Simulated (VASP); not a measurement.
# Nb: density of states with LDA

Nb:

```
Nb
1.0
     0.00000    2.11500    2.11500
     2.11500    0.00000    2.11500
     2.11500    2.11500    0.00000
Nb
1
Direct
  0.00000 0.00000 0.00000
```

| Quantity | Value |
| --- | --- |
| Program | VASP 6.6.1 |
| Task | density of states |
| Functional | LDA |
| Potentials or basis | VASP PAW LDA potentials, release 64 (Nb_sv) |
| Cutoff | 520 eV |
| k mesh | 13 × 13 × 13 |
| Occupations | fermi-dirac, width 0.05 eV |
| Spin | no spin polarisation |
| Dipole correction | no |
| k mesh for the DOS | 20 × 20 × 20 |
| Occupations for the DOS | tetrahedron |
| Further INCAR settings | ALGO = Normal; EDIFF = 1e-06; NBANDS = 12 |

```yaml
Valence_electrons_inside_the_program's_atomic_spheres: Nb 10.65
```

Levels at points of the mesh, in eV from the Fermi level:
```csv
k point,band 4,band 5,band 6,band 7,band 8,band 9
"(0.00, 0.00, 0.00)",-30.05,-6.17,0.09,0.09,0.09,2.63
"(0.50, 0.00, 0.00)",-30.20,-3.80,-0.10,-0.10,1.42,4.61
"(0.50, 0.50, 0.00)",-30.46,-4.01,-3.28,3.59,4.57,5.18
```

Run time: 42 s on 1 thread of Intel Xeon 6975P-C (shared host), peak memory 0.17 GiB.
